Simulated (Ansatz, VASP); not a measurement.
CuI in VASP and in Ansatz

```
I Cu
1.0
     4.09020    0.00000    0.00000
     0.00000    4.09020    0.00000
     0.00000    0.00000    6.55146
I Cu
2 2
Direct
  0.00000 0.50000 0.74303
  0.50000 0.00000 0.25697
  0.00000 0.00000 0.00000
  0.50000 0.50000 0.00000
```

Alike in both runs: functional PBEsol; k mesh 5 × 5 × 3; occupations fermi-dirac, width 0.05 eV; no spin polarisation.

```csv
,VASP,Ansatz
version,VASP 6.6.1,Ansatz 0.2.0
potentials or method,"VASP PAW PBE potentials, release 64 (I, Cu), cutoff 520 eV","all-electron LAPW, scalar-relativistic"
task,single point,band structure
```

```csv
,VASP,Ansatz,Ansatz less VASP
gap on the k mesh at the Fermi level (eV),1.50,1.49,-0.009
least direct gap on the mesh (eV),1.50,1.49,-0.009
pressure (GPa),-1.4,-1.6,-0.16
"traceless stress, the component that is largest in VASP (GPa)",0.24,0.25,+0.010
rms of the force components (eV/Å),0.086,0.094,+0.0075
```

VASP's potentials were made for PBE, not for PBEsol. Atom by atom the forces differ by 0.007 eV/Å (rms over components). Ansatz ran all-electron here, and VASP with PAW potentials.

Neither program's run includes spin-orbit coupling.
